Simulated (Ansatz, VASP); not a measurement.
# Ge3N4: VASP beside Ansatz

File INCAR:

```
PREC = Accurate
ENCUT = 600
EDIFF = 1E-6
ISMEAR = -1
SIGMA = 0.02
LREAL = False
LASPH = True
NELM = 120
ALGO = Normal
ISIF = 2
LWAVE = False
LCHARG = True
GGA = PE
LELF = True
LVHAR = True
NBANDS = 75
GGA_COMPAT = False
```

The input KPOINTS:

```
regular mesh
0
Gamma
  6 6 8
```

The input POSCAR:

```
Ge3N4
1.0
    7.8026096201      0.0000000000      0.0000000000
   -3.9013048100      6.7572581468      0.0000000000
    0.0000000000      0.0000000000      3.1289704933
Ge N
6 8
Direct
    0.8353703656      0.2397734851      0.7500000000
    0.5955968805      0.8353703656      0.2500000000
    0.2397734851      0.4044031195      0.2500000000
    0.7602265149      0.5955968805      0.7500000000
    0.4044031195      0.1646296344      0.7500000000
    0.1646296344      0.7602265149      0.2500000000
    0.6666666667      0.3333333333      0.7500000000
    0.3333333333      0.6666666667      0.2500000000
    0.6711634456      0.9738746812      0.7500000000
    0.6972887643      0.6711634456      0.2500000000
    0.9738746812      0.3027112357      0.2500000000
    0.0261253188      0.6972887643      0.7500000000
    0.3288365544      0.0261253188      0.2500000000
    0.3027112357      0.3288365544      0.7500000000
```

Input for Ansatz:

```yaml
crystal:
  lattice:
    - [7.8026096201, 0.0, 0.0]
    - [-3.90130481, 6.7572581468, 0.0]
    - [0.0, 0.0, 3.1289704933]
  atoms:
    - { symbol: Ge, position: [0.8353703656, 0.2397734851, 0.75] }
    - { symbol: Ge, position: [0.5955968805, 0.8353703656, 0.25] }
    - { symbol: Ge, position: [0.2397734851, 0.4044031195, 0.25] }
    - { symbol: Ge, position: [0.7602265149, 0.5955968805, 0.75] }
    - { symbol: Ge, position: [0.4044031195, 0.1646296344, 0.75] }
    - { symbol: Ge, position: [0.1646296344, 0.7602265149, 0.25] }
    - { symbol: "N", position: [0.6666666667, 0.3333333333, 0.75] }
    - { symbol: "N", position: [0.3333333333, 0.6666666667, 0.25] }
    - { symbol: "N", position: [0.6711634456, 0.9738746812, 0.75] }
    - { symbol: "N", position: [0.6972887643, 0.6711634456, 0.25] }
    - { symbol: "N", position: [0.9738746812, 0.3027112357, 0.25] }
    - { symbol: "N", position: [0.0261253188, 0.6972887643, 0.75] }
    - { symbol: "N", position: [0.3288365544, 0.0261253188, 0.25] }
    - { symbol: "N", position: [0.3027112357, 0.3288365544, 0.75] }
kpoints:
  mp_grid: { grid: [6, 6, 8] }
  band_path:
    path:
      - [0.0, 0.0, 0.0]
      - [0.5, 0.0, 0.0]
      - [0.3333333333, 0.3333333333, 0.0]
      - [0.0, 0.0, 0.5]
      - [0.5, 0.0, 0.5]
      - [0.3333333333, 0.3333333333, 0.5]
      - [0.0, 0.0, 0.145833]
    npoints: 1
hamiltonian:
  xc: pbe
scf:
  occupations: { method: fermi_dirac, width: 0.02 }
  n_extra_bands: 7
output:
  forces: true
  stress: true
  eigenvalues: true
```

Change from the starting cell: epitaxial_xy strain -3.0%.

Alike in both runs: task single point; functional PBE; k mesh 6 × 6 × 8; occupations fermi-dirac, width 0.02 eV; no spin polarisation.

|  | VASP | Ansatz |
| --- | --- | --- |
| version | VASP 6.6.1 | Ansatz 0.2.0 |
| potentials or method | VASP PAW PBE potentials, release 64 (Ge_d, N) | plane waves, PAW |
| plane-wave cutoff (eV) | 600 | 420 |
| valence electrons in the cell | 124 | 124 |

Ansatz gave:

- gap on the k mesh at the Fermi level (eV): 2.59
- pressure (GPa): 15.7
- traceless stress, the component that is largest in VASP (GPa): -8.18
- rms of the force components (eV/Å): 0.047

Which values does VASP return?

gap on the k mesh at the Fermi level (eV): 2.60; pressure (GPa): 14.9; traceless stress, the component that is largest in VASP (GPa): -8.27; rms of the force components (eV/Å): 0.037.

Atom by atom the forces differ by 0.012 eV/Å (rms over components).
